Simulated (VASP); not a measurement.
Pt:

```xyz
1
Lattice="0.0000 1.9609 1.9609 1.9609 0.0000 1.9609 1.9609 1.9609 0.0000" Properties=species:S:1:pos:R:3 pbc="T T T"
Pt    0.0000    0.0000    0.0000
```

| Property | Result |
| --- | --- |
| Program | VASP 6.6.1 |
| Task | relaxation of volume and atoms at fixed shape |
| Functional | LDA |
| Potentials or basis | VASP PAW LDA potentials, release 64 (Pt) |
| Cutoff | 600 eV |
| k mesh | 20 × 20 × 20 |
| Occupations | fermi-dirac, width 0.05 eV |
| Spin | no spin polarisation |

At the start: pressure -5.4 GPa; volume 15.08 Å³/atom.

Where does the relaxation end?

Over 3 steps the energy falls by 4.8 meV/atom and the volume is 14.81 Å³/atom (-1.8 %); space group Fm-3m (No. 225, to 0.1 Å) before and after.

Step by step:
```csv
step,energy change (eV),largest force (eV/Å),pressure (GPa),volume (Å³)
1,0.0000,0.0000,-5.42,15.08
2,0.0428,0.0000,20.02,13.99
3,-0.0048,0.0000,-0.13,14.81
```

Final structure:
```
CELL_PARAMETERS angstrom
0.00000 1.94906 1.94906
1.94906 0.00000 1.94906
1.94906 1.94906 0.00000
ATOMIC_POSITIONS crystal
Pt 0.00000 0.00000 0.00000
```
